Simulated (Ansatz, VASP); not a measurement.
# One calculation of SrO, two programs

The input POSCAR:

```
SrO
1.0
    0.0000000000      2.5798927168      2.5798927168
    2.5798927168      0.0000000000      2.5798927168
    2.5798927168      2.5798927168      0.0000000000
Sr O
1 1
Direct
    0.5000000000      0.5000000000      0.5000000000
    0.0000000000      0.0000000000      0.0000000000
```

The input INCAR.step1:

```
SYSTEM = SrO
PREC = Accurate
ENCUT = 520
EDIFF = 1E-5
ISMEAR = 0
SIGMA = 0.01
LREAL = .False.
LASPH = .True.
NELM = 80
ALGO = Normal
ISIF = 2
LWAVE = .True.
LCHARG = .False.
NBANDS = 15
GGA = PE
```

File INCAR.step2:

```
SYSTEM = SrO
PREC = Accurate
ENCUT = 520
EDIFF = 1E-7
ISMEAR = 0
SIGMA = 0.01
LREAL = .False.
LASPH = .True.
NELM = 80
ALGO = Normal
ISIF = 2
LWAVE = .False.
LCHARG = .False.
GGA = PE
LHFCALC = .True.
HFSCREEN = 0.2079
PRECFOCK = Normal
NBANDS = 15
ISTART = 1
```

File KPOINTS:

```
Automatic mesh
0
Gamma
  6 6 6
  0 0 0
```

Input for Ansatz:

```yaml
crystal:
  lattice:
    - [0.0, 2.5798927168, 2.5798927168]
    - [2.5798927168, 0.0, 2.5798927168]
    - [2.5798927168, 2.5798927168, 0.0]
  atoms:
    - { symbol: Sr, position: [0.5, 0.5, 0.5] }
    - { symbol: O, position: [0.0, 0.0, 0.0] }
kpoints:
  mp_grid: { grid: [6, 6, 6] }
  band_path:
    path:
      - [0.0, 0.0, 0.0]
      - [0.5, 0.0, 0.5]
      - [0.625, 0.25, 0.625]
      - [0.375, 0.375, 0.75]
      - [0.5, 0.5, 0.5]
      - [0.5, 0.25, 0.75]
      - [0.0, 0.5, 0.5]
    npoints: 1
hamiltonian:
  xc: hse06
scf:
  occupations: { method: fixed }
  n_extra_bands: 4
output:
  forces: true
  stress: true
  eigenvalues: true
```

Alike in both runs: task single point; functional HSE06; k mesh 6 × 6 × 6; no spin polarisation.

```csv
,VASP,Ansatz
version,VASP 6.6.1,Ansatz 0.2.0
potentials or method,"VASP PAW PBE potentials, release 64 (Sr_sv, O)","plane waves, PAW"
plane-wave cutoff (eV),520,420
occupations,"gaussian, width 0.01 eV",fixed
valence electrons in the cell,16,16
```

|  | VASP | Ansatz | Ansatz less VASP |
| --- | --- | --- | --- |
| gap on the k mesh at the Fermi level (eV) | 4.74 | 4.79 | +0.050 |
| pressure (GPa) | 0.2 | -0.3 | -0.53 |

Ansatz's warnings: stress exchange threshold loose, stress scf threshold loose.
